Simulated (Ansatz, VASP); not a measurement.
# Ag: VASP beside Ansatz

Contents of INCAR:

```
  ALGO = Normal
  EDIFF = 1E-6
  ENCUT = 520
  ISIF = 2
  ISMEAR = -1
  LASPH = True
  LCHARG = False
  LREAL = False
  LWAVE = False
  NBANDS = 12
  NELM = 80
  PREC = Accurate
  SIGMA = 0.15
```

Contents of KPOINTS:

```
k-points
0
Gamma
  20 20 20
```

POSCAR

```
Ag
1.0
   -1.5805889015      1.5805889015      1.5805889015
    1.5805889015     -1.5805889015      1.5805889015
    1.5805889015      1.5805889015     -1.5805889015
Ag
1
Direct
    0.0000000000      0.0000000000      0.0000000000
```

Input for Ansatz:

```yaml
crystal:
  lattice:
    - [-1.5805889015, 1.5805889015, 1.5805889015]
    - [1.5805889015, -1.5805889015, 1.5805889015]
    - [1.5805889015, 1.5805889015, -1.5805889015]
  atoms:
    - { symbol: Ag, position: [0.0, 0.0, 0.0] }
basis:
  ecutwfc: 420
kpoints:
  mp_grid: { grid: [20, 20, 20] }
hamiltonian:
  xc: lda
scf:
  occupations: { method: fermi_dirac, width: 0.15 }
output:
  forces: true
  stress: true
  eigenvalues: true
  write_density: true
  write_potential: true
  elf: true
  volumetric_format: npy
```

Alike in both runs: task single point; functional LDA; k mesh 20 × 20 × 20; occupations fermi-dirac, width 0.15 eV; no spin polarisation.

```csv
,VASP,Ansatz
version,VASP 6.6.1,Ansatz 0.2.0
potentials or method,"VASP PAW LDA potentials, release 64 (Ag), cutoff 520 eV","scalar-relativistic, plane waves, PAW"
valence electrons in the cell,11,19
```

|  | VASP | Ansatz | Ansatz less VASP |
| --- | --- | --- | --- |
| gap on the k mesh at the Fermi level (eV) | none | none | - |
| pressure (GPa) | 3.0 | 2.9 | -0.14 |

LDA's correlation is that of Perdew and Zunger in VASP and of Perdew and Wang (1992) in Ansatz. A gap of «none» marks a metal or a gap that the smearing closes. VASP's potentials hold 11 valence electrons a cell and Ansatz's 19, so a difference there can come from the potentials and not from the codes.
